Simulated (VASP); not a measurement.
Crystal: Si4Se3.

```xyz
7
Lattice="5.1463 0.0000 0.0000 0.0000 5.1463 0.0000 0.0000 0.0000 5.3265" Properties=species:S:1:pos:R:3 pbc="T T T"
Si    1.3148    1.3148    1.3834
Si    3.8315    3.8315    1.3834
Si    3.8315    1.3148    3.9431
Si    1.3148    3.8315    3.9431
Se    0.0000    0.0000    0.0000
Se    0.0000    0.0000    2.6633
Se    2.5732    2.5732    0.0000
```

The cell was built from a structure type or drawn by symmetry, and may not be a known phase.

```yaml
Program: VASP 6.6.1
Task: relaxation of cell and atoms
Functional: PBE
Potentials_or_basis: VASP PAW PBE potentials, release 64 (Si, Se)
Cutoff: 500 eV
k_mesh: 3 × 3 × 3
Occupations: gaussian, width 0.2 eV
Spin: no spin polarisation
```

At the start: pressure 22.3 GPa; volume 20.15 Å³/atom.

How do energy, volume and symmetry change on relaxing?

Over 16 steps the energy falls by 741.3 meV/atom and the volume is 24.09 Å³/atom (+19.5 %); space group P-42m (No. 111, to 0.1 Å) before and after.

The path:
| step | energy change (eV) | largest force (eV/Å) | pressure (GPa) | volume (Å³) |
| --- | --- | --- | --- | --- |
| 1 | 0.0000 | 2.2641 | 22.28 | 141.07 |
| 2 | -3.6995 | 0.6155 | -3.81 | 205.32 |
| 3 | -3.8416 | 0.4857 | -1.42 | 191.29 |
| 4 | -3.8410 | 0.4967 | -1.75 | 192.90 |
| 5 | -4.2986 | 0.4553 | -2.19 | 188.74 |
| 6 | -4.4941 | 0.9519 | -2.36 | 184.13 |
| 7 | -4.8031 | 0.7679 | -0.10 | 170.99 |
| 8 | -4.8805 | 0.5812 | 2.26 | 161.87 |
| 9 | -5.0743 | 0.1518 | 1.54 | 162.07 |
| 10 | -5.1031 | 0.5171 | 1.33 | 161.96 |
| 11 | -5.1092 | 0.4012 | 1.35 | 162.01 |
| 12 | -5.1410 | 0.3660 | -1.02 | 168.70 |
| 13 | -5.1508 | 0.3049 | -0.29 | 166.45 |
| 14 | -5.1733 | 0.1912 | -0.04 | 166.56 |
| 15 | -5.1842 | 0.1260 | 0.31 | 166.70 |
| 16 | -5.1894 | 0.0316 | 0.01 | 168.64 |

Final structure:
```
Si Se
1.0
     4.73641    0.00000    0.00000
     0.00000    4.73641    0.00000
     0.00000    0.00000    7.51712
Si Se
4 3
Direct
  0.25648 0.25648 0.24295
  0.74352 0.74352 0.24295
  0.74352 0.25648 0.75705
  0.25648 0.74352 0.75705
  0.00000 0.00000 0.00000
  0.00000 0.00000 0.50000
  0.50000 0.50000 0.00000
```

Caveat: the k points lie up to 0.44 Å⁻¹ apart in the final cell, too coarse for converged energies and pressures of a metal; the volume moved by over 15 % at a fixed basis, so the end points are rough.
